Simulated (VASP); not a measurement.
# KCl (P6_3/mmc) in VASP: notebook, part 3 of 3

VASP 6.6.1. The steps go on from the part before.

**6. Relaxation of cell and atoms, PBEsol**

This run uses another cell than the first one, of 39.79 Å³/atom.

File INCAR:

```
SYSTEM = KCl
PREC     = Accurate       ! precision mode
ENCUT    = 600            ! plane-wave cutoff, eV
EDIFF    = 1E-7           ! SCF threshold, eV
ISMEAR   = -1             ! smearing method
SIGMA    = 0.02           ! smearing width, eV
LREAL    = .FALSE.        ! projectors in reciprocal space
LASPH    = .TRUE.         ! aspherical terms in the spheres
NELM     = 80             ! most SCF steps
ALGO     = Normal         ! electronic algorithm
ISIF     = 3              ! what is computed and relaxed
LWAVE    = .FALSE.        ! write WAVECAR
LCHARG   = .FALSE.        ! write CHGCAR
GGA      = PS             ! functional
IBRION   = 2              ! ionic algorithm
NSW      = 80             ! ionic steps
EDIFFG   = -0.005         ! ionic threshold
```

File KPOINTS:

```
regular mesh
0
G
  6 6 4
  0 0 0
```

File POSCAR:

```
KCl
1.0
    5.3918696825      0.0000000000      0.0000000000
   -2.6959348412      4.6694961189      0.0000000000
    0.0000000000      0.0000000000      6.3213220657
K Cl
2 2
Direct
    0.3333333333      0.6666666667     -0.0624984490
    0.6666666667      0.3333333333      0.4375015510
    0.3333333333      0.6666666667      0.4374984490
    0.6666666667      0.3333333333      0.9374984490
```

Potentials or basis: VASP PAW PBE potentials, release 64 (K_sv, Cl).

Launch:

```
$ cat potpaw_PBE.64/K_sv/POTCAR potpaw_PBE.64/Cl/POTCAR > POTCAR
$ mpirun -np 1 vasp_std > vasp.out
```

OUTCAR:

```text
SYSTEM = KCl
   PREC = Accurate
   ENCUT = 600
   EDIFF = 1E-7
   ISMEAR = -1
   LREAL = .FALSE.
   LASPH = .TRUE.
   NELM = 80
   ISIF = 3
   GGA = PS
   IBRION = 2
   NSW = 80
   EDIFFG = -0.005

 ion  position               nearest neighbor table
   1  0.333  0.667  0.938-   4 3.11   4 3.11   4 3.11   3 3.16   3 3.16
   2  0.667  0.333  0.438-   3 3.11   3 3.11   3 3.11   4 3.16   4 3.16
   3  0.333  0.667  0.437-   2 3.11   2 3.11   2 3.11   1 3.16   1 3.16
   4  0.667  0.333  0.937-   1 3.11   1 3.11   1 3.11   2 3.16   2 3.16

  LATTYP: Found a hexagonal cell.
 ALAT       =     5.3918696825
 C/A-ratio  =     1.1723803500

  Lattice vectors:

[... 187 lines left out ...]
  --------------------------------------------------------------------------------------
  -------------------------------------------------------------------------------------
  Total       -0.5766680     -0.5766680     -0.7975223     -0.0000000      0.0000000      0.0000000
  in kB       -5.8052256     -5.8052256     -8.0285314     -0.0000000      0.0000000      0.0000000
  external PRESSURE =      -6.5463275 kB  Pullay stress =       0.0000000 kB
[... 215 lines left out ...]
--------------------------------------- Ionic step        7  -------------------------------------------

 number of electron      32.0000002 magnetization

 Free energy of the ion-electron system (eV)
  ---------------------------------------------------
  ext. energy  EPLUGINS =         0.00000000
  ---------------------------------------------------
  free energy    TOTEN  =       -13.84503471 eV

  energy without entropy =      -13.84503471  energy(sigma->0) =      -13.84503471

 E-fermi :  -2.2000     XC(G=0):  -6.6776

 val. band max:       -2.6211879764   @ k =   0.0000   0.0000   0.0000
 cond. band min:       2.1723558609   @ k =   0.0000   0.0000   0.0000
 fundamental gap:      4.7935438372
 Fermi energy:        -2.2000373709

 k-point     1 :       0.0000    0.0000    0.0000
  band No.  band energies     occupation
      1     -29.7710      2.00000
      2     -29.7567      2.00000
      3     -14.6742      2.00000
      4     -14.5830      2.00000
      5     -13.4316      2.00000
      6     -13.3849      2.00000
[... 503 lines left out ...]
  FREE ENERGIE OF THE ION-ELECTRON SYSTEM (eV)
  ---------------------------------------------------
  free  energy   TOTEN  =       -13.8450347120 eV

  energy  without entropy=      -13.8450347120  energy(sigma->0) =      -13.84503471

 reached required accuracy - stopping structural energy minimisation
```

Run time: 9.5 min. Hardware: 1 thread of Oxide Virtual Turin-like, shared host; peak memory 0.37 GiB.

What came out:

- Free energy: -13.8450 eV
- Relaxed volume: 37.82 Å³/atom
- Relaxed cell: a = 5.309 Å, b = 5.309 Å, c = 6.199 Å, α = 90.00°, β = 90.00°, γ = 120.00°
- Space group after relaxing (to 0.1 Å): P6_3/mmc (No. 194)
- Energy gained by relaxing: 4.4 meV/atom
- Ionic steps: 7
- Pressure after relaxing: 0.0 GPa
- Band gap on the k mesh: 4.79 eV

Step by step:
| step | energy change (eV) | largest force (eV/Å) | pressure (GPa) | volume (Å³) |
| --- | --- | --- | --- | --- |
| 1 | 0.0000 | 0.0000 | -0.65 | 159.15 |
| 2 | -0.0123 | 0.0000 | -0.38 | 155.44 |
| 3 | -0.0175 | 0.0000 | -0.03 | 151.55 |
| 4 | -0.0175 | 0.0000 | 0.00 | 151.22 |
| 5 | -0.0175 | 0.0000 | -0.02 | 151.37 |
| 6 | -0.0175 | 0.0000 | -0.02 | 151.34 |
| 7 | -0.0175 | 0.0000 | -0.01 | 151.30 |

Final structure:
```yaml
crystal:
  lattice:
    - [5.30861, 0.00000, 0.00000]
    - [-2.65431, 4.59739, 0.00000]
    - [0.00000, 0.00000, 6.19915]
  atoms:
    - { symbol: K, position: [0.33333, 0.66667, 0.93750] }
    - { symbol: K, position: [0.66667, 0.33333, 0.43750] }
    - { symbol: Cl, position: [0.33333, 0.66667, 0.43750] }
    - { symbol: Cl, position: [0.66667, 0.33333, 0.93750] }
```

Levels at points of the mesh, in eV from the valence-band top:
| k point | band 13 | band 14 | band 15 | band 16 | band 17 | band 18 | band 19 | band 20 |
| --- | --- | --- | --- | --- | --- | --- | --- | --- |
| (0.00, 0.00, 0.00) | -0.45 | -0.30 | -0.30 | 0.00 | 4.79 | 8.11 | 8.11 | 8.12 |
| (0.50, 0.00, 0.00) | -0.44 | -0.40 | -0.22 | -0.14 | 6.54 | 7.28 | 7.31 | 7.46 |
| (0.00, 0.00, 0.50) | -0.40 | -0.40 | -0.40 | -0.40 | 6.10 | 6.10 | 9.45 | 9.45 |
| (0.50, 0.00, 0.50) | -0.32 | -0.32 | -0.30 | -0.30 | 6.94 | 6.94 | 8.65 | 8.65 |

Caveat: the structure was generated, so it needn't be the stable form of KCl; the PAW data sets were made with another functional, which shifts forces and pressure a little.

**7. Relaxation of cell and atoms, LDA**

This run uses another cell than the first one, of 39.79 Å³/atom.

File INCAR:

```
SYSTEM = KCl
ALGO     = Normal         ! electronic algorithm
EDIFF    = 1E-7           ! SCF threshold, eV
EDIFFG   = -0.005         ! ionic threshold
ENCUT    = 600            ! plane-wave cutoff, eV
GGA      = CA             ! functional
IBRION   = 2              ! ionic algorithm
ISIF     = 3              ! what is computed and relaxed
ISMEAR   = -1             ! smearing method
LASPH    = .TRUE.         ! aspherical terms in the spheres
LCHARG   = .FALSE.        ! write CHGCAR
LREAL    = .FALSE.        ! projectors in reciprocal space
LWAVE    = .FALSE.        ! write WAVECAR
NELM     = 60             ! most SCF steps
NSW      = 80             ! ionic steps
PREC     = Accurate       ! precision mode
SIGMA    = 0.02           ! smearing width, eV
```

File KPOINTS:

```
k-points
0
G
  6 6 4
  0 0 0
```

POSCAR is that of step 6.

Potentials or basis: VASP PAW LDA potentials, release 64 (K_sv, Cl).

Launch:

```
$ cat potpaw_LDA.64/K_sv/POTCAR potpaw_LDA.64/Cl/POTCAR > POTCAR
$ mpirun -np 1 vasp_std > vasp.out
```

It took 11 min on 1 thread of Oxide Virtual Turin-like, shared host; peak memory 0.28 GiB.

The run converged. Its results:

| Item | Value |
| --- | --- |
| Free energy | -14.5052 eV |
| Relaxed volume | 35.01 Å³/atom |
| Relaxed cell | a = 5.175 Å, b = 5.175 Å, c = 6.039 Å, α = 90.00°, β = 90.00°, γ = 120.00° |
| Space group after relaxing (to 0.1 Å) | P6_3/mmc (No. 194) |
| Energy gained by relaxing | 29.2 meV/atom |
| Ionic steps | 8 |
| Pressure after relaxing | 0.0 GPa |
| Band gap on the k mesh | 4.59 eV |

The path:
```csv
step,energy change (eV),largest force (eV/Å),pressure (GPa),volume (Å³)
1,0.0000,0.0000,-1.71,159.15
2,-0.0844,0.0000,-1.02,149.56
3,-0.1158,0.0000,-0.14,141.27
4,-0.1161,0.0000,0.00,140.21
5,-0.1161,0.0000,-0.05,140.57
6,-0.1166,0.0000,-0.04,140.43
7,-0.1167,0.0000,-0.04,140.28
8,-0.1168,0.0000,-0.01,140.04
```

Final structure:
```yaml
crystal:
  lattice:
    - [5.17464, 0.00000, 0.00000]
    - [-2.58732, 4.48137, 0.00000]
    - [0.00000, 0.00000, 6.03912]
  atoms:
    - { symbol: K, position: [0.33333, 0.66667, 0.93750] }
    - { symbol: K, position: [0.66667, 0.33333, 0.43750] }
    - { symbol: Cl, position: [0.33333, 0.66667, 0.43750] }
    - { symbol: Cl, position: [0.66667, 0.33333, 0.93750] }
```

Levels at points of the mesh, in eV from the valence-band top:
| k point | band 13 | band 14 | band 15 | band 16 | band 17 | band 18 | band 19 | band 20 |
| --- | --- | --- | --- | --- | --- | --- | --- | --- |
| (0.00, 0.00, 0.00) | -0.53 | -0.38 | -0.38 | 0.00 | 4.59 | 7.91 | 7.91 | 8.09 |
| (0.50, 0.00, 0.00) | -0.50 | -0.44 | -0.25 | -0.18 | 6.26 | 7.02 | 7.21 | 7.39 |
| (0.00, 0.00, 0.50) | -0.48 | -0.48 | -0.48 | -0.48 | 5.94 | 5.94 | 9.39 | 9.39 |
| (0.50, 0.00, 0.50) | -0.38 | -0.38 | -0.37 | -0.37 | 6.69 | 6.69 | 8.78 | 8.78 |

Caveat: the structure was generated, so it needn't be the stable form of KCl. A k mesh can miss the band edges.

**8. Overview**

| task | level | potentials or basis | cell | cutoff (eV) | gap on the mesh (eV) | pressure (GPa) | relaxed volume (Å³/atom) |
| --- | --- | --- | --- | --- | --- | --- | --- |
| single point | LDA | VASP PAW LDA potentials, release 64 (K_sv, Cl) | a = 5.164, b = 5.164, c = 6.027 Å, angles 90.0, 90.0, 120.0°, 4 atoms | 520 | 4.60 | 0.1 | - |
| single point | PBEsol | VASP PAW PBE potentials, release 64 (K_sv, Cl) | a = 5.300, b = 5.300, c = 6.188 Å, angles 90.0, 90.0, 120.0°, 4 atoms | 520 | 4.80 | 0.0 | - |
| single point | PBE | VASP PAW PBE potentials, release 64 (K_sv, Cl) | a = 5.392, b = 5.392, c = 6.321 Å, angles 90.0, 90.0, 120.0°, 4 atoms | 520 | 4.71 | 0.0 | - |
| single point | r2SCAN | VASP PAW PBE potentials, release 64 (K_sv, Cl) | a = 5.344, b = 5.344, c = 6.239 Å, angles 90.0, 90.0, 120.0°, 4 atoms | 520 | 5.35 | 0.0 | - |
| relaxation of cell and atoms | PBEsol | VASP PAW PBE potentials, release 64 (K_sv, Cl) | relaxed from a = 5.392, b = 5.392, c = 6.321 Å, angles 90.0, 90.0, 120.0°, 4 atoms | 600 | 4.79 | 0.0 | 37.82 |
| relaxation of cell and atoms | LDA | VASP PAW LDA potentials, release 64 (K_sv, Cl) | relaxed from a = 5.392, b = 5.392, c = 6.321 Å, angles 90.0, 90.0, 120.0°, 4 atoms | 600 | 4.59 | 0.0 | 35.01 |

Alike in all rows: no spin polarisation; k mesh 6 × 6 × 4; smearing fermi-dirac 0.02 eV.

Caveats: the structure was generated, so it needn't be the stable form of KCl; the PAW data sets were made with another functional, which shifts forces and pressure a little (at least some runs).

Absolute energies hang on the potentials; compare differences alone.
